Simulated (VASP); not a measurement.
# B (P6/mmm) in VASP: notebook, part 2 of 2

VASP 6.6.1. Earlier steps stand in the parts before.

## 4. Relaxation of cell and atoms, PBE

The input, INCAR:

```
SYSTEM = B
PREC = Accurate
ENCUT = 600
EDIFF = 1E-6
ISMEAR = 0
SIGMA = 0.1
LREAL = .FALSE.
LASPH = .TRUE.
NELM = 60
ALGO = Normal
ISIF = 3
LWAVE = .FALSE.
LCHARG = .FALSE.
GGA = PE
IBRION = 2
NSW = 100
EDIFFG = -0.01
```

The input, KPOINTS:

```
Automatic mesh
0
G
  36 36 14
  0 0 0
```

The input, POSCAR:

```
B
1.0
    0.8559776339     -1.4826235288      0.0000000000
    0.8559776339      1.4826235288      0.0000000000
    0.0000000000      0.0000000000      4.0207315979
B
1
Direct
    0.5000000000      0.5000000000      0.5000000000
```

Potentials or basis: VASP PAW PBE potentials, release 64 (B).

On the command line:

```
cat potpaw_PBE.64/B/POTCAR > POTCAR
mpirun -np 1 vasp_std > vasp.out
```

OUTCAR:

```text
SYSTEM = B
   PREC = Accurate
   ENCUT = 600
   EDIFF = 1E-6
   ISMEAR = 0
   LREAL = .FALSE.
   LASPH = .TRUE.
   NELM = 60
   ISIF = 3
   GGA = PE
   IBRION = 2
   NSW = 100
   EDIFFG = -0.01

 ion  position               nearest neighbor table
   1  0.500  0.500  0.500-

  LATTYP: Found a base centered orthorhombic cell.
 ALAT       =     1.7119552678
 B/A-ratio  =     1.7320820896
 C/A-ratio  =     2.3486195425

  Lattice vectors:

 A1 = (   0.8559776339,  -1.4826235288,   0.0000000000)
 A2 = (   0.8559776339,   1.4826235288,   0.0000000000)
 A3 = (   0.0000000000,   0.0000000000,   4.0207315979)

Analysis of symmetry for initial positions (statically):
=====================================================================
 Subroutine PRICEL returns:
 Original cell was already a primitive cell.

 Routine SETGRP: Setting up the symmetry group for a
 base centered orthorhombic supercell.

 Subroutine GETGRP returns: Found  8 space group operations
 (whereof  8 operations were pure point group operations)
 out of a pool of  8 trial point group operations.

The static configuration has the point symmetry D_2h.

Analysis of symmetry for dynamics (positions and initial velocities):
=====================================================================
 Subroutine PRICEL returns:
 Original cell was already a primitive cell.

 Routine SETGRP: Setting up the symmetry group for a
 base centered orthorhombic supercell.

 Subroutine GETGRP returns: Found  8 space group operations
 (whereof  8 operations were pure point group operations)
 out of a pool of  8 trial point group operations.

The dynamic configuration has the point symmetry D_2h.

 Subroutine INISYM returns: Found  8 space group operations
 (whereof  8 operations are pure point group operations),
 and found     1 'primitive' translations

----------------------------------------------------------------------------------------

                                     Primitive cell

  volume of cell :      10.2054
[... 109 lines left out ...]
  Fermi-wavevector in a.u.,A,eV,Ry     =   1.088527  2.057017 16.121415  1.184891
  Thomas-Fermi vector in A             =   2.224710
   LORBIT       =      0    0 simple, 1 ext, 2 COOP (PROOUT), +10 PAW based schemes
   GGA     = PE    functional components
   LHFCALC =     F    Hartree Fock is set to
   AEXX    =    0.0000 exact exchange contribution
   IVDW    =     0    specifies the selected vdW correction
   LEPSILON=     F    determine dielectric tensor
   LRPA    =     F    only Hartree local field effects (RPA)
 conjugate gradient relaxation of ions
 non-spin polarized calculation
 Gauss-broadening in eV      SIGMA  =   0.10
  energy-cutoff  :      600.00
  volume of cell :       10.21
 maximum number of plane-waves:       364
 NGX is ok and might be reduce to    14
   NGX =  7   NGY =  7   NGZ = 17

 number of electron       3.0000000 magnetization

 Free energy of the ion-electron system (eV)
  ---------------------------------------------------
  ext. energy  EPLUGINS =         0.00000000
  ---------------------------------------------------
  free energy    TOTEN  =        -6.00021069 eV

  energy without entropy =       -5.99913199  energy(sigma->0) =       -5.99967134

 E-fermi :   4.3943     XC(G=0):  -9.4098

 val. band max:        4.3874897279   @ k =   0.4167   0.2222   0.2143
 cond. band min:       4.3994939175   @ k =   0.4167   0.3611   0.2857
 fundamental gap:      0.0120041896
 Fermi energy:         4.3943438151

 k-point     1 :       0.0000    0.0000    0.0000
  band No.  band energies     occupation
      1     -12.6549      2.00000
      2      -2.7240      2.00000
      3       6.4053      0.00000
      4      25.0326      0.00000
      5      28.9293      0.00000
[... 177 lines left out ...]
 k-point    24 :       0.1389    0.0278    0.0000
  band No.  band energies     occupation
      1     -11.5650      2.00000
      2      -1.1672      2.00000
      3       7.8063      0.00000
      4      23.6349      0.00000
      5      25.9849      0.00000

 [... further k-points ...]

------------------------ aborting loop because EDIFF is reached ----------------------------------------

  FORCE on cell =-STRESS in cart. coord.  units (eV):
  Direction    XX          YY          ZZ          XY          YZ          ZX
  --------------------------------------------------------------------------------------
  -------------------------------------------------------------------------------------
  Total       -0.0070301     -0.0075217     -0.0079406     -0.0000000      0.0000000      0.0000000
  in kB       -1.1036827     -1.1808654     -1.2466289     -0.0000000      0.0000000      0.0000000
  external PRESSURE =      -1.1770590 kB  Pullay stress =       0.0000000 kB

 VOLUME and BASIS-vectors are now :
 -----------------------------------------------------------------------------
  energy-cutoff  :      600.00
  volume of cell :       10.21
      direct lattice vectors                 reciprocal lattice vectors
     0.855977634 -1.482623529  0.000000000     0.584127412 -0.337240028  0.000000000
     0.855977634  1.482623529  0.000000000     0.584127412  0.337240028  0.000000000
     0.000000000  0.000000000  4.020731598     0.000000000  0.000000000  0.248710956

 POSITION                                       TOTAL-FORCE (eV/Angst)
 -----------------------------------------------------------------------------------
      0.85598      0.00000      2.01037         0.000000      0.000000      0.000000
 -----------------------------------------------------------------------------------
    total drift:                                0.000000     -0.000000     -0.000000

  FREE ENERGIE OF THE ION-ELECTRON SYSTEM (eV)
  ---------------------------------------------------
  free  energy   TOTEN  =        -6.0002106921 eV

  energy  without entropy=       -5.9991319860  energy(sigma->0) =       -5.99967134

 reached required accuracy - stopping structural energy minimisation
```

OSZICAR:

```text
N       E                     dE             d eps       ncg     rms          rms(c)
DAV:   1     0.182173679050E+01    0.18217E+01   -0.15865E+03 28895   0.467E+02
DAV:   2    -0.642935498871E+01   -0.82511E+01   -0.76215E+01 38330   0.826E+01
DAV:   3    -0.647440656700E+01   -0.45052E-01   -0.44727E-01 32280   0.714E+00
DAV:   4    -0.647445341081E+01   -0.46844E-04   -0.46843E-04 36220   0.225E-01
DAV:   5    -0.647445345597E+01   -0.45168E-07   -0.44879E-07 31500   0.473E-03    0.318E+00
DAV:   6    -0.611967065204E+01    0.35478E+00   -0.30301E-01 28360   0.335E+00    0.176E+00
DAV:   7    -0.599843954614E+01    0.12123E+00   -0.32017E-01 29515   0.332E+00    0.360E-01
DAV:   8    -0.599996816340E+01   -0.15286E-02   -0.27882E-03 29120   0.501E-01    0.740E-02
DAV:   9    -0.600014912655E+01   -0.18096E-03   -0.49119E-04 31550   0.141E-01    0.274E-02
DAV:  10    -0.600021209977E+01   -0.62973E-04   -0.92601E-05 31005   0.695E-02    0.606E-03
DAV:  11    -0.600021053857E+01    0.15612E-05   -0.70587E-06 31275   0.159E-02    0.119E-03
DAV:  12    -0.600021069215E+01   -0.15358E-06   -0.33484E-07 28245   0.500E-03
   1 F= -.60002107E+01 E0= -.59996713E+01  d E =-.600021E+01
```

Run time: 51 s. Hardware: 1 thread of Intel Xeon Platinum 8488C (Sapphire Rapids), shared host; peak memory 0.28 GiB.

What came out:

| Property | Result |
| --- | --- |
| Free energy | -6.0002 eV |
| Pressure after relaxing | -0.1 GPa |
| Band gap on the k mesh | zero (an odd number of electrons rules out a gap without spin polarisation) |

Final structure:
```
CELL_PARAMETERS angstrom
0.85598 -1.48262 0.00000
0.85598 1.48262 0.00000
0.00000 0.00000 4.02073
ATOMIC_POSITIONS crystal
B 0.50000 0.50000 0.50000
```

Levels at points of the mesh, in eV from the Fermi level:
```csv
k point,band 1,band 2,band 3,band 4,band 5
"(0.00, 0.00, 0.00)",-17.05,-7.12,2.01,20.64,24.53
"(0.50, 0.00, 0.00)",-8.76,1.15,5.93,13.69,15.89
"(0.50, 0.50, 0.00)",-8.76,1.15,5.93,13.69,15.89
"(0.00, 0.00, 0.50)",-16.91,-8.20,7.05,10.70,24.54
"(0.50, 0.00, 0.50)",-8.73,1.34,5.39,11.71,15.89
"(0.50, 0.50, 0.50)",-8.73,1.34,5.39,11.71,15.90
```

## 5. Summary

| task | cell | k mesh | cutoff (eV) | gap on the mesh (eV) | pressure (GPa) |
| --- | --- | --- | --- | --- | --- |
| single point | a = 1.712, b = 1.712, c = 4.021 Å, angles 90.0, 90.0, 120.0°, 1 atom | 36 × 36 × 12 | 520 | none | -0.1 |
| single point | a = 1.712, b = 1.712, c = 4.021 Å, angles 90.0, 90.0, 120.0°, 1 atom | 36 × 36 × 14 | 520 | none | -0.1 |
| relaxation of cell and atoms | relaxed from a = 1.712, b = 1.712, c = 4.021 Å, angles 90.0, 90.0, 120.0°, 1 atom | 36 × 36 × 14 | 600 | none | -0.1 |

Alike in all rows: level PBE; potentials or basis VASP PAW PBE potentials, release 64 (B); no spin polarisation; smearing gaussian 0.1 eV.

Absolute energies hang on the potentials; compare differences alone.
